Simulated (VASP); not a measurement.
# TaSi2 (P6_222) in VASP: single point with PBE

Aim: the single point of TaSi2 with PBE.

All numbers are computed with VASP 6.6.1; they aren't measurements. Logs are shortened: lines on timing, memory, paths and dates and some standing lists are left out, and cuts for length are marked.

### Step 1. The cell of the first run

Symmetry: P6_222, No. 180, hexagonal system. Conventional cell: a = 4.806 Å, b = 4.806 Å, c = 6.597 Å, α = 90.00°, β = 90.00°, γ = 120.00°. Within 3.5 Å of Ta (site symmetry 222) lie 10 Si at 2.62 to 2.84 Å and 4 Ta at 3.26 Å. Si (site symmetry 2) has 9 Si at 2.57 to 3.34 Å and 5 Ta at 2.62 to 2.84 Å within 3.4 Å.

### Step 2. Single point, PBE

Input file POSCAR:

```
TaSi2
1.0
    4.8057071580      0.0000000000      0.0000000000
   -2.4028535790      4.1618644819      0.0000000000
    0.0000000000      0.0000000000      6.5973473072
Ta Si
3 6
Direct
    0.5000000000      0.0000000000      0.5000000000
    0.5000000000      0.5000000000      0.8333333333
    0.0000000000      0.5000000000      0.1666666667
    0.1589210528      0.3178421056      0.5000000000
    0.8410789472      0.1589210528      0.8333333333
    0.6821578944      0.8410789472      0.1666666667
    0.8410789472      0.6821578944      0.5000000000
    0.1589210528      0.8410789472      0.8333333333
    0.3178421056      0.1589210528      0.1666666667
```

Input file INCAR.step1:

```
ALGO = Fast
EDIFF = 1E-6
ENCUT = 520
GGA = PE
ISIF = 2
ISMEAR = 0
LASPH = T
LCHARG = T
LMAXMIX = 4
LREAL = F
LWAVE = F
NBANDS = 38
NELM = 100
PREC = Accurate
SIGMA = 0.1
```

Input file KPOINTS.step1:

```
k-points
0
Gamma
  12 12 6
```

Input file INCAR.step2:

```
ALGO = Fast
EDIFF = 1E-6
ENCUT = 520
GGA = PE
ICHARG = 11
ISIF = 2
ISMEAR = -5
LASPH = T
LCHARG = F
LMAXMIX = 4
LORBIT = 11
LREAL = F
LWAVE = F
NEDOS = 2001
NELM = 100
PREC = Accurate
SIGMA = 0.1
```

Input file KPOINTS.step2:

```
k-points
0
Gamma
  18 18 9
```

Potentials or basis: VASP PAW PBE potentials, release 64 (Ta_pv, Si).

The run is started by

```sh
$ cat potpaw_PBE.64/Ta_pv/POTCAR potpaw_PBE.64/Si/POTCAR > POTCAR
$ cp INCAR.step1 INCAR
$ cp KPOINTS.step1 KPOINTS
$ mpirun -np 1 vasp_std > vasp.out
$ cp INCAR.step2 INCAR
$ cp KPOINTS.step2 KPOINTS
$ mpirun -np 1 vasp_std > vasp.out
```

OUTCAR:

```text
EDIFF = 1E-6
   ENCUT = 520
   GGA = PE
   ICHARG = 11
   ISIF = 2
   ISMEAR = -5
   LASPH = T
   LORBIT = 11
   LREAL = F
   NELM = 100
   PREC = Accurate

 ion  position               nearest neighbor table
   1  0.500  0.000  0.500-   6 2.62   9 2.62   8 2.62   5 2.62   4 2.74   7 2.74   7 2.74   4 2.74
                             4 2.84   7 2.84   2 3.26   2 3.26   3 3.26   3 3.26
   2  0.500  0.500  0.833-   4 2.62   7 2.62   6 2.62   9 2.62   5 2.74   8 2.74   8 2.74   5 2.74
                             8 2.84   5 2.84   1 3.26   1 3.26   3 3.26   3 3.26
   3  0.000  0.500  0.167-   4 2.62   7 2.62   5 2.62   8 2.62   9 2.74   6 2.74   9 2.74   6 2.74
                             6 2.84   9 2.84   1 3.26   1 3.26   2 3.26   2 3.26
   4  0.159  0.318  0.500-   5 2.57   9 2.57   3 2.62   2 2.62   7 2.65   1 2.74   1 2.74   1 2.84
                             7 2.84   7 2.84
   5  0.841  0.159  0.833-   4 2.57   6 2.57   1 2.62   3 2.62   8 2.65   2 2.74   2 2.74   2 2.84
                             8 2.84   8 2.84
   6  0.682  0.841  0.167-   7 2.57   5 2.57   1 2.62   2 2.62   9 2.65   3 2.74   3 2.74   3 2.84
                             9 2.84   9 2.84
   7  0.841  0.682  0.500-   8 2.57   6 2.57   3 2.62   2 2.62   4 2.65   1 2.74   1 2.74   1 2.84
                             4 2.84   4 2.84
   8  0.159  0.841  0.833-   7 2.57   9 2.57   1 2.62   3 2.62   5 2.65   2 2.74   2 2.74   2 2.84
                             5 2.84   5 2.84
   9  0.318  0.159  0.167-   4 2.57   8 2.57   1 2.62   2 2.62   6 2.65   3 2.74   3 2.74   3 2.84
                             6 2.84   6 2.84

  LATTYP: Found a hexagonal cell.
 ALAT       =     4.8057071580
 C/A-ratio  =     1.3728150905

  Lattice vectors:

 A1 = (   4.8057071580,   0.0000000000,   0.0000000000)
 A2 = (  -2.4028535790,   4.1618644819,   0.0000000000)
 A3 = (   0.0000000000,   0.0000000000,   6.5973473072)

Analysis of symmetry for initial positions (statically):
=====================================================================
 Subroutine PRICEL returns:
 Original cell was already a primitive cell.

 Routine SETGRP: Setting up the symmetry group for a
 hexagonal supercell.

 Subroutine GETGRP returns: Found 12 space group operations
 (whereof  4 operations were pure point group operations)
 out of a pool of 24 trial point group operations.

The static configuration has the point symmetry D_2 .
 The point group associated with its full space group is D_6 .

Analysis of symmetry for dynamics (positions and initial velocities):
=====================================================================
 Subroutine PRICEL returns:
 Original cell was already a primitive cell.

 Routine SETGRP: Setting up the symmetry group for a
 hexagonal supercell.

 Subroutine GETGRP returns: Found 12 space group operations
 (whereof  4 operations were pure point group operations)
 out of a pool of 24 trial point group operations.

The dynamic configuration has the point symmetry D_2 .
 The point group associated with its full space group is D_6 .

 Subroutine INISYM returns: Found 12 space group operations
 (whereof  4 operations are pure point group operations),
 and found     1 'primitive' translations

----------------------------------------------------------------------------------------

                                     Primitive cell

  volume of cell :     131.9516

  direct lattice vectors                    reciprocal lattice vectors
     4.805707158  0.000000000  0.000000000     0.208085921  0.120138463  0.000000000
    -2.402853579  4.161864482  0.000000000     0.000000000  0.240276925  0.000000000
     0.000000000  0.000000000  6.597347307     0.000000000  0.000000000  0.151576073

  length of vectors
     4.805707158  4.805707158  6.597347307     0.240276925  0.240276925  0.151576073

  position of ions in fractional coordinates (direct lattice)
     0.500000000  0.000000000  0.500000000
     0.500000000  0.500000000  0.833333333
     0.000000000  0.500000000  0.166666667
     0.158921053  0.317842106  0.500000000
     0.841078947  0.158921053  0.833333333
     0.682157894  0.841078947  0.166666667
     0.841078947  0.682157894  0.500000000
     0.158921053  0.841078947  0.833333333
     0.317842106  0.158921053  0.166666667

  ion indices of the primitive-cell ions
   primitive index   ion index
[... 33 lines left out ...]
 Subroutine IBZKPT returns following result:
 ===========================================

 Found    185 irreducible k-points:

 Following reciprocal coordinates:
            Coordinates               Weight
  0.000000  0.000000  0.000000      1.000000
  0.055556 -0.000000  0.000000      6.000000
  0.111111 -0.000000  0.000000      6.000000
  0.166667  0.000000  0.000000      6.000000
  0.222222  0.000000  0.000000      6.000000
  0.277778 -0.000000  0.000000      6.000000
[... 16 lines left out ...]
  0.333333  0.111111  0.000000     12.000000
  0.388889  0.111111  0.000000     12.000000
 [... further k-points ...]
   k-points           NKPTS =    185   k-points in BZ     NKDIM =    185   number of bands    NBANDS=     34
   number of dos      NEDOS =   2001   number of ions     NIONS =      9
   total plane-waves  NPLWV =  64800
   dimension x,y,z NGX =    36 NGY =   36 NGZ =   50
   dimension x,y,z NGXF=    72 NGYF=   72 NGZF=  100
   ions per type =               3   6
   NGX,Y,Z   is equivalent  to a cutoff of  12.45, 12.45, 12.60 a.u.
   NGXF,Y,Z  is equivalent  to a cutoff of  24.91, 24.91, 25.20 a.u.
 SYSTEM =  unknown system
   PREC   = accura    normal or accurate (medium, high low for compatibility)
   ISTART =      0    job   : 0-new  1-cont  2-samecut
   ICHARG =     11    charge: 1-file 2-atom 10-const
   ISPIN  =      1    spin polarized calculation?
   LNONCOLLINEAR =      F non collinear calculations
   LSORBIT =      F    spin-orbit coupling
   LASPH  =      T    aspherical Exc in radial PAW
   ENCUT  =  520.0 eV  38.22 Ry    6.18 a.u.   8.94  8.94 12.27*2*pi/ulx,y,z
   NELM   =    100;   NELMIN=  2; NELMDL=  0     # of ELM steps
   EDIFF  = 0.1E-05   stopping-criterion for ELM
   LREAL  =      F    real-space projection
   EDIFFG = 0.1E-04   stopping-criterion for IOM
   NSW    =      0    number of steps for IOM
   IBRION =     -1    ionic relax: 0-MD 1-quasi-New 2-CG
   NFREE  =      0    steps in history (QN), initial steepest desc. (CG)
   ISIF   =      2    stress and relaxation
   ISYM   =      2    0-nonsym 1-usesym 2-fastsym
   POTIM  = 0.5000    time-step for ionic-motion
   TEBEG  =    0.0;   TEEND  =   0.0 temperature during run
   PSTRESS=    0.0 pullay stress
   NELECT =      57.0000    total number of electrons
   NUPDOWN=      -1.0000    fix difference up-down
   EMIN   =  10.00;   EMAX   =-10.00  energy-range for DOS
   EFERMI =   0.00;   METHOD = LEGACY
   ISMEAR =    -5;   SIGMA  =   0.10  broadening in eV -4-tet -1-fermi 0-gaus
   EFERMI_NEDOS =   21; number of points for ismear=-14 and -15
   IALGO  =     68    algorithm
   IMIX   =      4    mixing-type and parameters
     AMIX     =   0.40;   BMIX     =  1.00
     AMIX_MAG =   1.60;   BMIX_MAG =  1.00
  volume/ion in A,a.u.               =      14.66        98.94
  Fermi-wavevector in a.u.,A,eV,Ry     =   1.237547  2.338624 20.837619  1.531522
  Thomas-Fermi vector in A             =   2.372109
   LORBIT       =     11    0 simple, 1 ext, 2 COOP (PROOUT), +10 PAW based schemes
   GGA     = PE    functional components
   LHFCALC =     F    Hartree Fock is set to
   AEXX    =    0.0000 exact exchange contribution
   IVDW    =     0    specifies the selected vdW correction
   LEPSILON=     F    determine dielectric tensor
   LRPA    =     F    only Hartree local field effects (RPA)
 non-spin polarized calculation
 RMM-DIIS sequential band-by-band and
 Fermi weights with tetrahedron method with Bloechl corrections
  energy-cutoff  :      520.00
  volume of cell :      131.95
 maximum number of plane-waves:      3577
 NGX is ok and might be reduce to    36

 number of electron      57.0000007 magnetization

 Free energy of the ion-electron system (eV)
  ---------------------------------------------------
  ext. energy  EPLUGINS =         0.00000000
  ---------------------------------------------------
  free energy    TOTEN  =       -72.26236028 eV

  energy without entropy =      -72.26236028  energy(sigma->0) =      -72.26236028

 E-fermi :   9.2102     XC(G=0): -12.0149

 val. band max:        9.2356773338   @ k =   0.3889   0.2222   0.2222
 cond. band min:       9.2133968721   @ k =   0.3889   0.2222   0.3333
 fundamental gap:     -0.0222804617
 Fermi energy:         9.2102100369

 k-point     1 :       0.0000    0.0000    0.0000
  band No.  band energies     occupation
      1     -25.1894      2.00000
      2     -25.1847      2.00000
      3     -25.1846      2.00000
      4     -25.1186      2.00000
      5     -25.1185      2.00000
      6     -25.0310      2.00000
[... 877 lines left out ...]
     33      11.3597      0.00000
     34      11.4921      0.00000

 [... further k-points ...]

------------------------ aborting loop because EDIFF is reached ----------------------------------------

  FORCE on cell =-STRESS in cart. coord.  units (eV):
  Direction    XX          YY          ZZ          XY          YZ          ZX
  --------------------------------------------------------------------------------------
  -------------------------------------------------------------------------------------
  Total        0.0172170      0.0172170      0.0857547      0.0000000     -0.0000000      0.0000000
  in kB        0.2090519      0.2090519      1.0412476      0.0000000     -0.0000000      0.0000000
  external PRESSURE =       0.4864505 kB  Pullay stress =       0.0000000 kB

 VOLUME and BASIS-vectors are now :
 -----------------------------------------------------------------------------
  energy-cutoff  :      520.00
  volume of cell :      131.95
      direct lattice vectors                 reciprocal lattice vectors
     4.805707158  0.000000000  0.000000000     0.208085921  0.120138463  0.000000000
    -2.402853579  4.161864482  0.000000000     0.000000000  0.240276925  0.000000000
     0.000000000  0.000000000  6.597347307     0.000000000  0.000000000  0.151576073

 POSITION                                       TOTAL-FORCE (eV/Angst)
 -----------------------------------------------------------------------------------
      2.40285      0.00000      3.29867         0.000000     -0.000000     -0.000000
      1.20143      2.08093      5.49779         0.000000     -0.000000     -0.000000
     -1.20143      2.08093      1.09956         0.000000     -0.000000      0.000000
     -0.00000      1.32282      3.29867         0.000000     -0.008665     -0.000000
      3.66012      0.66141      5.49779         0.007504     -0.004332     -0.000000
      1.25726      3.50046      1.09956         0.007504      0.004332     -0.000000
      2.40285      2.83905      3.29867        -0.000000      0.008665     -0.000000
     -1.25726      3.50046      5.49779        -0.007504      0.004332      0.000000
      1.14559      0.66141      1.09956        -0.007504     -0.004332      0.000000
 -----------------------------------------------------------------------------------
    total drift:                                0.000000     -0.000000     -0.000000

  FREE ENERGIE OF THE ION-ELECTRON SYSTEM (eV)
  ---------------------------------------------------
  free  energy   TOTEN  =       -72.2623602846 eV

  energy  without entropy=      -72.2623602846  energy(sigma->0) =      -72.26236028

 total charge

# of ion       s       p       d       tot
------------------------------------------
    1        0.284   6.189   2.503   8.976
    2        0.284   6.189   2.503   8.976
    3        0.284   6.189   2.503   8.976
    4        0.752   0.877   0.000   1.629
    5        0.752   0.877   0.000   1.629
    6        0.752   0.877   0.000   1.629
    7        0.752   0.877   0.000   1.629
    8        0.752   0.877   0.000   1.629
    9        0.752   0.877   0.000   1.629
--------------------------------------------------
tot          5.366  23.825   7.508  36.698
```

Run time: 12 min. Hardware: 1 thread of Oxide Virtual Turin-like, shared host; peak memory 0.67 GiB.

Results:

* Valence electrons inside the program's atomic spheres: Ta 8.98; Si 1.63

Levels at points of the mesh, in eV from the Fermi level:
| k point | band 26 | band 27 | band 28 | band 29 | band 30 | band 31 | band 32 | band 33 |
| --- | --- | --- | --- | --- | --- | --- | --- | --- |
| (0.00, 0.00, 0.00) | -2.43 | -2.15 | -2.15 | -1.48 | 0.74 | 2.95 | 2.95 | 3.45 |
| (0.50, 0.00, 0.00) | -1.06 | -0.72 | -0.07 | -0.04 | 0.87 | 1.16 | 1.54 | 1.94 |

Caveat: spin-orbit coupling is left out, which moves the levels of the heavy elements.
